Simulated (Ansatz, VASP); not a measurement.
One calculation of GdN, two programs

```
CELL_PARAMETERS angstrom
-1.76207 1.76207 2.49194
1.76207 -1.76207 2.49194
1.76207 1.76207 -2.49194
ATOMIC_POSITIONS crystal
Gd 0.30174 0.30174 0.00000
N 0.80174 0.80174 0.00000
```

Alike in both runs: functional PBE; k mesh 18 × 18 × 18; occupations gaussian, width 0.1 eV; collinear spin.

Ansatz relaxed the structure, and its values are those at the end. VASP's run is a single point on that final structure, the one shown.

|  | VASP | Ansatz |
| --- | --- | --- |
| version | VASP 6.6.1 | Ansatz 0.2.0 |
| potentials or method | VASP PAW PBE potentials, release 64 (Gd, N), cutoff 520 eV | scalar-relativistic, plane waves, PAW |
| valence electrons in the cell | 23 | 23 |

Ansatz gave:

| Quantity | Value |
| --- | --- |
| gap on the k mesh at the Fermi level (eV) | none |
| pressure (GPa) | 0.0 |
| net moment per atom (μB) | 3.50 |
| size of the moment on the site where the two differ most (μB) | 6.86 |

Problem. Which values does VASP return?

Solution. gap on the k mesh at the Fermi level (eV): none; pressure (GPa): 0.0; net moment per atom (μB): 3.50; size of the moment on the site where the two differ most (μB): 6.80.

Site moments also hang on the region over which each program counts them. A gap of «none» marks a metal or a gap that the smearing closes. Ansatz's warnings: structure snapped to symmetry.

Neither program's run includes spin-orbit coupling.
